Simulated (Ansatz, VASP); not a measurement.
**C: VASP beside Ansatz**

```
C
1.0
     2.43149    0.00000    0.00000
    -1.21575    2.10573    0.00000
     0.00000    0.00000    8.59787
C
8
Cartesian
  0.0000 0.0000 0.7739
  0.0000 0.0000 5.0729
  0.0000 0.0000 3.5250
  0.0000 0.0000 7.8239
  0.0000 1.4038 1.3569
  1.2157 0.7019 5.6558
  0.0000 1.4038 2.9421
  1.2157 0.7019 7.2410
```

Change from the starting cell: mode 21 frozen in at -0.024 Å, strain +e along z and -e/2 along x and y +0.0467.

Alike in both runs: task single point; functional LDA; k mesh 12 × 12 × 4; occupations gaussian, width 0.05 eV; no spin polarisation.

|  | VASP | Ansatz |
| --- | --- | --- |
| version | VASP 6.6.1 | Ansatz 0.2.0 |
| potentials or method | VASP PAW LDA potentials, release 64 (C), cutoff 520 eV | scalar-relativistic, plane waves, PAW |
| valence electrons in the cell | 32 | 32 |

```tsv
	VASP	Ansatz	Ansatz less VASP
gap on the k mesh at the Fermi level (eV)	3.74	3.75	+0.014
least direct gap on the mesh (eV)	3.94	3.95	+0.004
pressure (GPa)	2.8	1.1	-1.71
traceless stress, the component that is largest in VASP (GPa)	-58.12	-58.06	+0.056
rms of the force components (eV/Å)	0.874	0.885	+0.0107
```

Ansatz warns that its potentials were made for another functional, while VASP's fit it. LDA's correlation is that of Perdew and Zunger in VASP and of Perdew and Wang (1992) in Ansatz. Atom by atom the forces differ by 0.011 eV/Å (rms over components).
